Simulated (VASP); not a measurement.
Here is a VASP 6.6.1 calculation.

The input INCAR:

```
ALGO = Normal
EDIFF = 1E-7
EDIFFG = -0.01
ENCUT = 600
GGA = PE
IBRION = 2
ISIF = 3
ISMEAR = 0
LASPH = T
LCHARG = F
LREAL = F
LWAVE = F
NELM = 80
NSW = 100
PREC = Accurate
SIGMA = 0.1
```

Contents of KPOINTS:

```
k-points
0
Gamma
  18 18 18
```

The input POSCAR:

```
GaP
1.0
    3.2234413370      0.0000000000      0.0000000000
    0.0000000000      3.2234413370      0.0000000000
    0.0000000000      0.0000000000      3.2234413370
Ga P
1 1
Direct
    0.5000000000      0.5000000000      0.5000000000
    0.0000000000      0.0000000000      0.0000000000
```

Potentials or basis: VASP PAW PBE potentials, release 64 (Ga_d, P).

Launch:

```bash
$ cat potpaw_PBE.64/Ga_d/POTCAR potpaw_PBE.64/P/POTCAR > POTCAR
$ mpirun -np 1 vasp_std > vasp.out
```

Predict the relaxed volume.

16.64 Å³/atom.

Estimate the space group after relaxing (to 0.1 Å).

Pm-3m (No. 221).

Predict the relaxed cell.

a = 3.217 Å, b = 3.217 Å, c = 3.217 Å, α = 90.00°, β = 90.00°, γ = 90.00°.

Final structure:
```yaml
crystal:
  lattice:
    - [3.21671, 0.00000, 0.00000]
    - [0.00000, 3.21671, 0.00000]
    - [0.00000, 0.00000, 3.21671]
  atoms:
    - { symbol: Ga, position: [0.50000, 0.50000, 0.50000] }
    - { symbol: P, position: [0.00000, 0.00000, 0.00000] }
```

Caveat: the highest band is partly filled, so the run has too few bands.
